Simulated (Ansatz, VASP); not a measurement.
**Al12H in VASP and in Ansatz**

```
Al H
1.0
     5.63146    0.00000    0.00000
    -2.81573    4.87699    0.00000
     0.00000    0.00000   21.66843
Al H
12 1
Direct
  0.33333 0.16667 0.18460
  0.33333 0.66667 0.18460
  0.83333 0.16667 0.18460
  0.83333 0.66667 0.18460
  0.16667 0.33333 0.29005
  0.16667 0.83333 0.29005
  0.66667 0.33333 0.29005
  0.66667 0.83333 0.29005
  0.00000 0.00000 0.39543
  0.00000 0.50000 0.39543
  0.50000 0.00000 0.39543
  0.50000 0.50000 0.39543
  0.08333 0.16667 0.49696
```

Alike in both runs: task single point; functional PBE; dispersion D3(BJ); k mesh 6 × 6 × 1; occupations gaussian, width 0.1 eV; no spin polarisation.

|  | VASP | Ansatz |
| --- | --- | --- |
| version | VASP 6.6.1 | Ansatz 0.2.0 |
| potentials or method | VASP PAW PBE potentials, release 64 (Al, H), cutoff 520 eV | scalar-relativistic, plane waves, PAW |
| valence electrons in the cell | 37 | 37 |

```tsv
	VASP	Ansatz	Ansatz less VASP
gap on the k mesh at the Fermi level (eV)	none	none	-
rms of the force components (eV/Å)	0.389	0.389	-0.0003
```

Atom by atom the forces differ by 0.001 eV/Å (rms over components). A gap of «none» marks a metal or a gap that the smearing closes.
